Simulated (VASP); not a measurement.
# Cs2KBrF6 (Fm-3m) in VASP: single point with r2SCAN

Aim: the single point of Cs2KBrF6 with r2SCAN.

All numbers are computed with VASP 6.6.1; they aren't measurements. Logs are shortened: lines on timing, memory, paths and dates and some standing lists are left out, and cuts for length are marked.

**1. The cell of the first run**

Symmetry: Fm-3m, No. 225, cubic system. Conventional cell: a = 9.268 Å, b = 9.268 Å, c = 9.268 Å, α = 90.00°, β = 90.00°, γ = 90.00°. Cs (site symmetry -43m) has 12 F at 3.29 Å and 4 K at 4.01 Å and 4 Br at 4.01 Å within 4.3 Å. K (site symmetry m-3m) has 6 F at 2.59 Å within 3.4 Å. Within 2.7 Å of F (site symmetry 4mm) lie 1 Br at 2.04 Å and 1 K at 2.59 Å. Br (site symmetry m-3m) has 6 F at 2.04 Å within 2.7 Å.

**2. Single point, r2SCAN**

File POSCAR:

```
Cs2KBrF6
1.0
    0.0000000000      4.6339010000      4.6339010000
    4.6339010000      0.0000000000      4.6339010000
    4.6339010000      4.6339010000      0.0000000000
Cs K F Br
2 1 6 1
Direct
    0.2500000000      0.2500000000      0.2500000000
    0.7500000000      0.7500000000      0.7500000000
    0.5000000000      0.5000000000      0.5000000000
    0.7800000000      0.2200000000      0.2200000000
    0.2200000000      0.7800000000      0.2200000000
    0.2200000000      0.7800000000      0.7800000000
    0.7800000000      0.2200000000      0.7800000000
    0.2200000000      0.2200000000      0.7800000000
    0.7800000000      0.7800000000      0.2200000000
    0.0000000000      0.0000000000      0.0000000000
```

File INCAR.step1:

```
PREC = Accurate
ENCUT = 520
ISMEAR = -1
SIGMA = 0.1
LREAL = F
LASPH = T
NELM = 100
NBANDS = 49
GGA = PE
ALGO = Normal
EDIFF = 1E-4
LWAVE = T
LCHARG = F
```

File INCAR.step2:

```
PREC = Accurate
ENCUT = 520
EDIFF = 1E-7
ISMEAR = -1
SIGMA = 0.1
LREAL = F
LASPH = T
NELM = 100
ALGO = Normal
ISIF = 2
LWAVE = F
LCHARG = F
METAGGA = R2SCAN
LMIXTAU = T
NBANDS = 49
ISTART = 1
```

File KPOINTS:

```
regular mesh
0
Gamma
  6 6 6
```

Potentials or basis: VASP PAW PBE potentials, release 64 (Cs_sv, K_sv, F, Br).

On the command line:

```console
$ cat potpaw_PBE.64/Cs_sv/POTCAR potpaw_PBE.64/K_sv/POTCAR potpaw_PBE.64/F/POTCAR potpaw_PBE.64/Br/POTCAR > POTCAR
$ cp INCAR.step1 INCAR
$ mpirun -np 1 vasp_std > vasp.out
$ cp INCAR.step2 INCAR
$ mpirun -np 1 vasp_std > vasp.out
```

OUTCAR:

```text
PREC = Accurate
   ENCUT = 520
   EDIFF = 1E-7
   ISMEAR = -1
   LREAL = F
   LASPH = T
   NELM = 100
   ISIF = 2
   METAGGA = R2SCAN
   ISTART = 1

 ion  position               nearest neighbor table
   1  0.250  0.250  0.250-
   2  0.750  0.750  0.750-
   3  0.500  0.500  0.500-   4 2.59   5 2.59   6 2.59   7 2.59   8 2.59   9 2.59
   4  0.780  0.220  0.220-  10 2.04   3 2.59
   5  0.220  0.780  0.220-  10 2.04   3 2.59
   6  0.220  0.780  0.780-  10 2.04   3 2.59
   7  0.780  0.220  0.780-  10 2.04   3 2.59
   8  0.220  0.220  0.780-  10 2.04   3 2.59
   9  0.780  0.780  0.220-  10 2.04   3 2.59
  10  0.000  0.000  0.000-   4 2.04   5 2.04   6 2.04   7 2.04   8 2.04   9 2.04

  LATTYP: Found a face centered cubic cell.
 ALAT       =     9.2678020000

  Lattice vectors:

 A1 = (   0.0000000000,   4.6339010000,   4.6339010000)
 A2 = (   4.6339010000,   0.0000000000,   4.6339010000)
 A3 = (   4.6339010000,   4.6339010000,   0.0000000000)

Analysis of symmetry for initial positions (statically):
=====================================================================
 Subroutine PRICEL returns:
 Original cell was already a primitive cell.

 Routine SETGRP: Setting up the symmetry group for a
 face centered cubic supercell.

 Subroutine GETGRP returns: Found 48 space group operations
 (whereof 48 operations were pure point group operations)
 out of a pool of 48 trial point group operations.

The static configuration has the point symmetry O_h .

Analysis of symmetry for dynamics (positions and initial velocities):
=====================================================================
 Subroutine PRICEL returns:
 Original cell was already a primitive cell.

 Routine SETGRP: Setting up the symmetry group for a
 face centered cubic supercell.

 Subroutine GETGRP returns: Found 48 space group operations
 (whereof 48 operations were pure point group operations)
 out of a pool of 48 trial point group operations.

The dynamic configuration has the point symmetry O_h .

 Subroutine INISYM returns: Found 48 space group operations
 (whereof 48 operations are pure point group operations),
 and found     1 'primitive' translations

[... 105 lines left out ...]
   IBRION =     -1    ionic relax: 0-MD 1-quasi-New 2-CG
   NFREE  =      0    steps in history (QN), initial steepest desc. (CG)
   ISIF   =      2    stress and relaxation
   ISYM   =      2    0-nonsym 1-usesym 2-fastsym
   POTIM  = 0.5000    time-step for ionic-motion
   TEBEG  =    0.0;   TEEND  =   0.0 temperature during run
   PSTRESS=    0.0 pullay stress
   NELECT =      76.0000    total number of electrons
   NUPDOWN=      -1.0000    fix difference up-down
   EMIN   =  10.00;   EMAX   =-10.00  energy-range for DOS
   EFERMI =   0.00;   METHOD = LEGACY
   ISMEAR =    -1;   SIGMA  =   0.10  broadening in eV -4-tet -1-fermi 0-gaus
   EFERMI_NEDOS =   21; number of points for ismear=-14 and -15
   IALGO  =     38    algorithm
   IMIX   =      4    mixing-type and parameters
     AMIX     =   0.40;   BMIX     =  1.00
     AMIX_MAG =   1.60;   BMIX_MAG =  1.00
  volume/ion in A,a.u.               =      19.90       134.30
  Fermi-wavevector in a.u.,A,eV,Ry     =   1.187743  2.244509 19.194205  1.410734
  Thomas-Fermi vector in A             =   2.323888
   LORBIT       =      0    0 simple, 1 ext, 2 COOP (PROOUT), +10 PAW based schemes
   METAGGA = R2SCAN    functional components
   LHFCALC =     F    Hartree Fock is set to
   AEXX    =    0.0000 exact exchange contribution
   IVDW    =     0    specifies the selected vdW correction
   LEPSILON=     F    determine dielectric tensor
   LRPA    =     F    only Hartree local field effects (RPA)
 non-spin polarized calculation
  energy-cutoff  :      520.00
  volume of cell :      199.01
 maximum number of plane-waves:      5396
 NGX is ok and might be reduce to    50
   NGX = 25   NGY = 25   NGZ = 25

 number of electron      76.0000019 magnetization

 Free energy of the ion-electron system (eV)
  ---------------------------------------------------
  ext. energy  EPLUGINS =         0.00000000
  ---------------------------------------------------
  free energy    TOTEN  =      -106.28765557 eV

  energy without entropy =     -105.94419478  energy(sigma->0) =     -106.11592517

 E-fermi :   2.2813     XC(G=0):  -9.2028

 val. band max:        2.2779759274   @ k =   0.5000   0.3333   0.1667
 cond. band min:       2.2831350065   @ k =   0.1667   0.0000   0.0000
 fundamental gap:      0.0051590791
 Fermi energy:         2.2813374005

 k-point     1 :       0.0000    0.0000    0.0000
  band No.  band energies     occupation
      1     -29.2323      2.00000
      2     -24.0186      2.00000
      3     -23.2840      2.00000
      4     -23.2840      2.00000
      5     -23.2840      2.00000
      6     -23.0716      2.00000
[... 821 lines left out ...]
     48       8.5253      0.00000
     49       8.7692      0.00000

------------------------ aborting loop because EDIFF is reached ----------------------------------------

  FORCE on cell =-STRESS in cart. coord.  units (eV):
  Direction    XX          YY          ZZ          XY          YZ          ZX
  --------------------------------------------------------------------------------------
  -------------------------------------------------------------------------------------
  Total        7.2435213      7.2435213      7.2435213     -0.0000000      0.0000000     -0.0000000
  in kB       58.3163149     58.3163149     58.3163149     -0.0000000      0.0000000     -0.0000000
  external PRESSURE =      58.3163149 kB  Pullay stress =       0.0000000 kB

 VOLUME and BASIS-vectors are now :
 -----------------------------------------------------------------------------
  energy-cutoff  :      520.00
  volume of cell :      199.01
      direct lattice vectors                 reciprocal lattice vectors
     0.000000000  4.633901000  4.633901000    -0.107900449  0.107900449  0.107900449
     4.633901000  0.000000000  4.633901000     0.107900449 -0.107900449  0.107900449
     4.633901000  4.633901000  0.000000000     0.107900449  0.107900449 -0.107900449

 POSITION                                       TOTAL-FORCE (eV/Angst)
 -----------------------------------------------------------------------------------
      2.31695      2.31695      2.31695        -0.000000      0.000000      0.000000
      6.95085      6.95085      6.95085        -0.000000     -0.000000      0.000000
      4.63390      4.63390      4.63390        -0.000000      0.000000      0.000000
      2.03892      4.63390      4.63390         2.113429      0.000000      0.000000
      4.63390      2.03892      4.63390        -0.000000      2.113429      0.000000
      7.22889      4.63390      4.63390        -2.113429      0.000000      0.000000
      4.63390      7.22889      4.63390        -0.000000     -2.113429      0.000000
      4.63390      4.63390      2.03892        -0.000000      0.000000      2.113429
      4.63390      4.63390      7.22889        -0.000000      0.000000     -2.113429
      0.00000      0.00000      0.00000        -0.000000      0.000000      0.000000
 -----------------------------------------------------------------------------------
    total drift:                                0.000000      0.000000      0.000000

  FREE ENERGIE OF THE ION-ELECTRON SYSTEM (eV)
  ---------------------------------------------------
  free  energy   TOTEN  =      -106.2876555653 eV

  energy  without entropy=     -105.9441947841  energy(sigma->0) =     -106.11592517
```

OUTCAR.step1:

```text
PREC = Accurate
   ENCUT = 520
   ISMEAR = -1
   LREAL = F
   LASPH = T
[... 1072 lines left out ...]
      4.63390      7.22889      4.63390         0.000000     -2.136848      0.000000
      4.63390      4.63390      2.03892         0.000000      0.000000      2.136848
      4.63390      4.63390      7.22889         0.000000      0.000000     -2.136848
      0.00000      0.00000      0.00000         0.000000      0.000000     -0.000000
 -----------------------------------------------------------------------------------
    total drift:                                0.000000      0.000000      0.000000

  FREE ENERGIE OF THE ION-ELECTRON SYSTEM (eV)
  ---------------------------------------------------
  free  energy   TOTEN  =       -32.5818336383 eV

  energy  without entropy=      -32.2426332323  energy(sigma->0) =      -32.41223344
```

OSZICAR.step1:

```text
N       E                     dE             d eps       ncg     rms          rms(c)
DAV:   1     0.578907916699E+03    0.57891E+03   -0.38978E+04  1568   0.143E+03
DAV:   2     0.468095256032E+01   -0.57423E+03   -0.56008E+03  1950   0.338E+02
DAV:   3    -0.375029762999E+02   -0.42184E+02   -0.41751E+02  2064   0.928E+01
DAV:   4    -0.387470523499E+02   -0.12441E+01   -0.12321E+01  2376   0.114E+01
DAV:   5    -0.387660955529E+02   -0.19043E-01   -0.19009E-01  2125   0.126E+00    0.267E+01
DAV:   6    -0.325073691317E+02    0.62587E+01   -0.23078E+01  1738   0.286E+01    0.213E+01
DAV:   7    -0.326076565122E+02   -0.10029E+00   -0.31257E+00  1733   0.728E+00    0.190E+01
DAV:   8    -0.326637148635E+02   -0.56058E-01   -0.85526E-01  1754   0.538E+00    0.907E+00
DAV:   9    -0.325785270290E+02    0.85188E-01   -0.35776E-01  1770   0.323E+00    0.543E-01
DAV:  10    -0.325805778362E+02   -0.20508E-02   -0.13420E-02  1925   0.541E-01    0.564E-01
DAV:  11    -0.325816666587E+02   -0.10888E-02   -0.14515E-03  1933   0.198E-01    0.191E-01
DAV:  12    -0.325818015534E+02   -0.13489E-03   -0.10312E-04  1171   0.531E-02    0.518E-02
DAV:  13    -0.325818336383E+02   -0.32085E-04   -0.35183E-05  1140   0.330E-02
   1 F= -.32581834E+02 E0= -.32412233E+02  d E =-.339200E+00
```

It took 23 min on 1 thread of AMD EPYC 7R43 (Zen 3), shared host; peak memory 0.42 GiB.

Results:

```
Free energy            : -106.2877 eV
Pressure               : 5.8 GPa
Largest force          : 2.113 eV/Å
Band gap on the k mesh : zero (bands 38 and 39 overlap by 0.13 eV)
```

Forces on the atoms (eV/Å):
```
Cs   0.000  0.000  0.000
Cs   0.000  0.000  0.000
K    0.000  0.000  0.000
F    2.113  0.000  0.000
F    0.000  2.113  0.000
F   -2.113  0.000  0.000
F    0.000 -2.113  0.000
F    0.000  0.000  2.113
F    0.000  0.000 -2.113
Br   0.000  0.000  0.000
```

Caveat: the cell stands under pressure; the PAW data sets were made with another functional, which shifts forces and pressure a little; spin-orbit coupling is left out, which moves the levels of the heavy elements.
